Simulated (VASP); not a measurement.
Set up this calculation in VASP 6.6.1, as the native input.

| Item | Value |
| --- | --- |
| Task | single point |
| Functional | PBE |
| Potentials or basis | VASP PAW PBE potentials, release 64 (Ti_sv, O) |
| Cutoff | 520 eV |
| k mesh | 8 × 8 × 8 |
| Occupations | gaussian, width 0.1 eV |
| Spin | no spin polarisation |
| Dipole correction | no |
| Further INCAR settings | ALGO = Normal; EDIFF = 1e-06; NBANDS = 19 |

The structure of TiO2 lies in POSCAR:

```
TiO2
1.0
    0.0000000000      2.4152284309      2.4152284309
    2.4152284309      0.0000000000      2.4152284309
    2.4152284309      2.4152284309      0.0000000000
Ti O
1 2
Direct
    0.0000000000      0.0000000000      0.0000000000
    0.2500000000      0.2500000000      0.2500000000
    0.7500000000      0.7500000000      0.7500000000
```

These files were run (other wordings do the same):

INCAR

```
ALGO = Normal ; EDIFF = 1E-6
ENCUT = 520 ; GGA = PE
ISIF = 2 ; ISMEAR = 0
LASPH = T ; LCHARG = T
LELF = T ; LREAL = F
LVHAR = T ; LWAVE = F
NBANDS = 19 ; NELM = 100
PREC = Accurate ; SIGMA = 0.1
```

KPOINTS

```
k-points
0
Gamma
  8 8 8
```

Potentials or basis: VASP PAW PBE potentials, release 64 (Ti_sv, O).

Launch:

```bash
$ cat potpaw_PBE.64/Ti_sv/POTCAR potpaw_PBE.64/O/POTCAR > POTCAR
$ mpirun -np 1 vasp_std > vasp.out
```

Results of the run:

* Pressure: 0.7 GPa
* Band gap on the k mesh: 1.11 eV, indirect (least direct gap 1.78 eV)

Run time: 25 s on 1 thread of Intel(R) Xeon(R) Platinum 8259CL CPU @ 2.50GHz (Skylake/Cascade Lake) (shared host), peak memory 0.16 GiB.
